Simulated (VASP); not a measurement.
# SiNi (rocksalt type) (Fm-3m) in VASP: relaxation of cell and atoms with PBE

Aim: the relaxation of cell and atoms of SiNi (rocksalt type) with PBE.

Everything below comes from runs of VASP 6.6.1. Logs are shortened: lines on timing, memory, paths and dates and some standing lists are left out, and cuts for length are marked.

## 1. The cell of the first run

The structure is cubic, space group Fm-3m (No. 225). The conventional cell has a = 4.605 Å, b = 4.605 Å, c = 4.605 Å, α = 90.00°, β = 90.00°, γ = 90.00°. Within 3.0 Å of Ni (site symmetry m-3m) lie 6 Si at 2.30 Å. Within 3.0 Å of Si (site symmetry m-3m) lie 6 Ni at 2.30 Å.

## 2. Relaxation of cell and atoms, PBE

Input file INCAR:

```
SYSTEM = SiNi
  PREC = Accurate
  ENCUT = 600
  EDIFF = 1E-6
  ISMEAR = -1
  SIGMA = 0.08
  LREAL = .False.
  LASPH = .True.
  NELM = 80
  ALGO = Normal
  ISIF = 3
  LWAVE = .False.
  LCHARG = .False.
  GGA = PE
  IBRION = 2
  NSW = 60
  EDIFFG = -0.005
```

Input file KPOINTS:

```
regular mesh
0
Gamma
  14 14 14
  0 0 0
```

Input file POSCAR:

```
SiNi
1.0
    0.0000000000      2.3024851496      2.3024851496
    2.3024851496      0.0000000000      2.3024851496
    2.3024851496      2.3024851496      0.0000000000
Ni Si
1 1
Direct
    0.0000000000      0.0000000000      0.0000000000
    0.5000000000      0.5000000000      0.5000000000
```

Potentials or basis: VASP PAW PBE potentials, release 64 (Ni, Si).

Launch:

```
> cat potpaw_PBE.64/Ni/POTCAR potpaw_PBE.64/Si/POTCAR > POTCAR
> mpirun -np 1 vasp_std > vasp.out
```

OUTCAR:

```text
SYSTEM = SiNi
   PREC = Accurate
   ENCUT = 600
   EDIFF = 1E-6
   ISMEAR = -1
   LREAL = .False.
   LASPH = .True.
   NELM = 80
   ISIF = 3
   GGA = PE
   IBRION = 2
   NSW = 60
   EDIFFG = -0.005

 ion  position               nearest neighbor table
   1  0.000  0.000  0.000-   2 2.30   2 2.30   2 2.30   2 2.30   2 2.30   2 2.30
   2  0.500  0.500  0.500-   1 2.30   1 2.30   1 2.30   1 2.30   1 2.30   1 2.30

  LATTYP: Found a face centered cubic cell.
 ALAT       =     4.6049702992

  Lattice vectors:

 A1 = (   0.0000000000,   2.3024851496,   2.3024851496)
 A2 = (   2.3024851496,   0.0000000000,   2.3024851496)
 A3 = (   2.3024851496,   2.3024851496,   0.0000000000)

Analysis of symmetry for initial positions (statically):
=====================================================================
 Subroutine PRICEL returns:
 Original cell was already a primitive cell.

 Routine SETGRP: Setting up the symmetry group for a
 face centered cubic supercell.

 Subroutine GETGRP returns: Found 48 space group operations
 (whereof 48 operations were pure point group operations)
 out of a pool of 48 trial point group operations.

The static configuration has the point symmetry O_h .

Analysis of symmetry for dynamics (positions and initial velocities):
=====================================================================
 Subroutine PRICEL returns:
 Original cell was already a primitive cell.

 Routine SETGRP: Setting up the symmetry group for a
 face centered cubic supercell.

 Subroutine GETGRP returns: Found 48 space group operations
 (whereof 48 operations were pure point group operations)
 out of a pool of 48 trial point group operations.

The dynamic configuration has the point symmetry O_h .

 Subroutine INISYM returns: Found 48 space group operations
 (whereof 48 operations are pure point group operations),
 and found     1 'primitive' translations

----------------------------------------------------------------------------------------

                                     Primitive cell

  volume of cell :      24.4130

  direct lattice vectors                    reciprocal lattice vectors
     0.000000000  2.302485150  2.302485150    -0.217156667  0.217156667  0.217156667
     2.302485150  0.000000000  2.302485150     0.217156667 -0.217156667  0.217156667
     2.302485150  2.302485150  0.000000000     0.217156667  0.217156667 -0.217156667

  length of vectors
     3.256205726  3.256205726  3.256205726     0.376126380  0.376126380  0.376126380

  position of ions in fractional coordinates (direct lattice)
     0.000000000  0.000000000  0.000000000
     0.500000000  0.500000000  0.500000000

  ion indices of the primitive-cell ions
   primitive index   ion index
                 1           1
                 2           2

----------------------------------------------------------------------------------------

 KPOINTS: regular mesh

Automatic generation of k-mesh.
 Grid dimensions read from file:
 generate k-points for:   14   14   14

 Generating k-lattice:

  Cartesian coordinates                     Fractional coordinates (reciprocal lattice)
    -0.015511190  0.015511190  0.015511190     0.071428571  0.000000000  0.000000000
     0.015511190 -0.015511190  0.015511190     0.000000000  0.071428571  0.000000000
     0.015511190  0.015511190 -0.015511190     0.000000000  0.000000000  0.071428571

  Length of vectors
     0.026866170  0.026866170  0.026866170

  Shift w.r.t. Gamma in fractional coordinates (k-lattice)
     0.000000000  0.000000000  0.000000000

 Subroutine IBZKPT returns following result:
 ===========================================

 Found    104 irreducible k-points:

 Following reciprocal coordinates:
            Coordinates               Weight
  0.000000  0.000000  0.000000      1.000000
  0.071429  0.000000  0.000000      8.000000
  0.142857  0.000000  0.000000      8.000000
  0.214286  0.000000  0.000000      8.000000
  0.285714  0.000000  0.000000      8.000000
  0.357143  0.000000  0.000000      8.000000
[... 16 lines left out ...]
  0.214286  0.142857  0.000000     24.000000
  0.285714  0.142857  0.000000     24.000000
 [... further k-points ...]
   k-points           NKPTS =    104   k-points in BZ     NKDIM =    104   number of bands    NBANDS=     11
   number of dos      NEDOS =    301   number of ions     NIONS =      2
   total plane-waves  NPLWV =  21952
   dimension x,y,z NGX =    28 NGY =   28 NGZ =   28
   dimension x,y,z NGXF=    56 NGYF=   56 NGZF=   56
   ions per type =               1   1
   NGX,Y,Z   is equivalent  to a cutoff of  14.30, 14.30, 14.30 a.u.
   NGXF,Y,Z  is equivalent  to a cutoff of  28.59, 28.59, 28.59 a.u.
 SYSTEM =  SiNi
   PREC   = accura    normal or accurate (medium, high low for compatibility)
   ISTART =      0    job   : 0-new  1-cont  2-samecut
   ICHARG =      2    charge: 1-file 2-atom 10-const
   ISPIN  =      1    spin polarized calculation?
   LNONCOLLINEAR =      F non collinear calculations
   LSORBIT =      F    spin-orbit coupling
   LASPH  =      T    aspherical Exc in radial PAW
   ENCUT  =  600.0 eV  44.10 Ry    6.64 a.u.   6.50  6.50  6.50*2*pi/ulx,y,z
   NELM   =     80;   NELMIN=  2; NELMDL= -5     # of ELM steps
   EDIFF  = 0.1E-05   stopping-criterion for ELM
   LREAL  =      F    real-space projection
   EDIFFG = -.5E-02   stopping-criterion for IOM
   NSW    =     60    number of steps for IOM
   IBRION =      2    ionic relax: 0-MD 1-quasi-New 2-CG
   NFREE  =      1    steps in history (QN), initial steepest desc. (CG)
   ISIF   =      3    stress and relaxation
   ISYM   =      2    0-nonsym 1-usesym 2-fastsym
   POTIM  = 0.5000    time-step for ionic-motion
   TEBEG  =    0.0;   TEEND  =   0.0 temperature during run
   PSTRESS=    0.0 pullay stress
   NELECT =      14.0000    total number of electrons
   NUPDOWN=      -1.0000    fix difference up-down
   EMIN   =  10.00;   EMAX   =-10.00  energy-range for DOS
   EFERMI =   0.00;   METHOD = LEGACY
   ISMEAR =    -1;   SIGMA  =   0.08  broadening in eV -4-tet -1-fermi 0-gaus
   EFERMI_NEDOS =   21; number of points for ismear=-14 and -15
   IALGO  =     38    algorithm
   IMIX   =      4    mixing-type and parameters
     AMIX     =   0.40;   BMIX     =  1.00
     AMIX_MAG =   1.60;   BMIX_MAG =  1.00
  volume/ion in A,a.u.               =      12.21        82.37
  Fermi-wavevector in a.u.,A,eV,Ry     =   1.360120  2.570255 25.169790  1.849927
  Thomas-Fermi vector in A             =   2.486810
   LORBIT       =      0    0 simple, 1 ext, 2 COOP (PROOUT), +10 PAW based schemes
   GGA     = PE    functional components
   LHFCALC =     F    Hartree Fock is set to
   AEXX    =    0.0000 exact exchange contribution
   IVDW    =     0    specifies the selected vdW correction
   LEPSILON=     F    determine dielectric tensor
   LRPA    =     F    only Hartree local field effects (RPA)
 conjugate gradient relaxation of ions
 non-spin polarized calculation
  energy-cutoff  :      600.00
  volume of cell :       24.41
 maximum number of plane-waves:       869
 NGX is ok and might be reduce to    28
   NGX = 13   NGY = 13   NGZ = 13

--------------------------------------- Ionic step        1  -------------------------------------------

 number of electron      13.9999995 magnetization

 Free energy of the ion-electron system (eV)
  ---------------------------------------------------
  ext. energy  EPLUGINS =         0.00000000
  ---------------------------------------------------
  free energy    TOTEN  =       -10.78182805 eV

  energy without entropy =      -10.75682045  energy(sigma->0) =      -10.76932425

 E-fermi :  10.2357     XC(G=0): -12.1639

 val. band max:       10.2092133486   @ k =  -0.2857   0.4286   0.2143
 cond. band min:      10.2420507069   @ k =   0.5000   0.3571   0.0000
 fundamental gap:      0.0328373583
 Fermi energy:        10.2356600128

 k-point     1 :       0.0000    0.0000    0.0000
  band No.  band energies     occupation
      1      -2.4880      2.00000
      2       7.3913      2.00000
      3       7.3913      2.00000
      4       7.3913      2.00000
      5       7.4331      2.00000
      6       7.4331      2.00000
      7      14.6056      0.00000
      8      14.6056      0.00000
      9      14.6056      0.00000
     10      20.5977      0.00000
     11      20.5977      0.00000

 k-point     2 :       0.0714    0.0000    0.0000
  band No.  band energies     occupation
      1      -2.3813      2.00000
      2       7.3322      2.00000
      3       7.3693      2.00000
      4       7.3693      2.00000
      5       7.4401      2.00000
      6       7.4401      2.00000
      7      14.0553      0.00000
      8      14.6515      0.00000
      9      14.6515      0.00000
     10      20.0546      0.00000
     11      20.6928      0.00000
[... 438 lines left out ...]
 POSITION                                       TOTAL-FORCE (eV/Angst)
 -----------------------------------------------------------------------------------
     -0.00000      0.00000      0.00000        -0.000000     -0.000000     -0.000000
      2.36997      2.36997      2.36997         0.000000      0.000000      0.000000
 -----------------------------------------------------------------------------------
    total drift:                               -0.000000      0.000000      0.000000

  FREE ENERGIE OF THE ION-ELECTRON SYSTEM (eV)
  ---------------------------------------------------
  free  energy   TOTEN  =       -10.8780065247 eV

  energy  without entropy=      -10.8520521644  energy(sigma->0) =      -10.86502934

--------------------------------------- Ionic step        5  -------------------------------------------

 number of electron      14.0000003 magnetization

 Free energy of the ion-electron system (eV)
  ---------------------------------------------------
  ext. energy  EPLUGINS =         0.00000000
  ---------------------------------------------------
  free energy    TOTEN  =       -10.87800682 eV

  energy without entropy =      -10.85205117  energy(sigma->0) =      -10.86502900

 E-fermi :   9.0090     XC(G=0): -11.7427

 val. band max:        9.0089681073   @ k =   0.5000   0.3571   0.0000
 cond. band min:       9.0116771638   @ k =   0.3571   0.1429   0.0714
 fundamental gap:      0.0027090565
 Fermi energy:         9.0090211971

 k-point     1 :       0.0000    0.0000    0.0000
  band No.  band energies     occupation
      1      -2.9835      2.00000
      2       6.5479      2.00000
      3       6.5479      2.00000
      4       6.5479      2.00000
      5       6.5648      2.00000
      6       6.5648      2.00000
      7      13.0196      0.00000
      8      13.0196      0.00000
      9      13.0196      0.00000
     10      19.0801      0.00000
     11      19.0801      0.00000

 k-point     2 :       0.0714    0.0000    0.0000
  band No.  band energies     occupation
      1      -2.8839      2.00000
      2       6.4952      2.00000
      3       6.5119      2.00000
      4       6.5119      2.00000
      5       6.5837      2.00000
      6       6.5837      2.00000
      7      12.4962      0.00000
      8      13.0653      0.00000
      9      13.0653      0.00000
     10      18.5912      0.00000
     11      19.1682      0.00000
[... 330 lines left out ...]
 POSITION                                       TOTAL-FORCE (eV/Angst)
 -----------------------------------------------------------------------------------
      2.36998      2.36998      4.73996         0.000000     -0.000000     -0.000000
      2.36998      2.36998      2.36998        -0.000000      0.000000      0.000000
 -----------------------------------------------------------------------------------
    total drift:                                0.000000      0.000000      0.000000

  FREE ENERGIE OF THE ION-ELECTRON SYSTEM (eV)
  ---------------------------------------------------
  free  energy   TOTEN  =       -10.8780068187 eV

  energy  without entropy=      -10.8520511718  energy(sigma->0) =      -10.86502900

 reached required accuracy - stopping structural energy minimisation
```

Run time: 2.6 min. Hardware: 1 thread of AMD EPYC 7R13, shared host; peak memory 0.16 GiB.

What came out:

| Quantity | Value |
| --- | --- |
| Free energy | -10.8780 eV |
| Relaxed volume | 13.31 Å³/atom |
| Relaxed cell | a = 3.352 Å, b = 3.352 Å, c = 3.352 Å, α = 60.00°, β = 60.00°, γ = 60.00° |
| Space group after relaxing (to 0.05 Å) | Fm-3m (No. 225) |
| Energy gained by relaxing | 48.1 meV/atom |
| Ionic steps | 5 |
| Pressure after relaxing | 0.0 GPa |
| Band gap on the k mesh | zero (band 7 reaches 13.02 eV, above the bottom of band 8 at 8.15 eV) |

The path:
| step | energy change (eV) | largest force (eV/Å) | pressure (GPa) | volume (Å³) |
| --- | --- | --- | --- | --- |
| 1 | 0.0000 | 0.0000 | 14.90 | 24.41 |
| 2 | -0.0392 | 0.0000 | -8.57 | 28.65 |
| 3 | -0.0962 | 0.0000 | -0.07 | 26.67 |
| 4 | -0.0962 | 0.0000 | 0.12 | 26.62 |
| 5 | -0.0962 | 0.0000 | -0.03 | 26.62 |

Final structure:
```
Ni Si
1.0
     0.00000    2.36998    2.36998
     2.36998    0.00000    2.36998
     2.36998    2.36998    0.00000
Ni Si
1 1
Direct
  0.00000 0.00000 0.00000
  0.50000 0.50000 0.50000
```
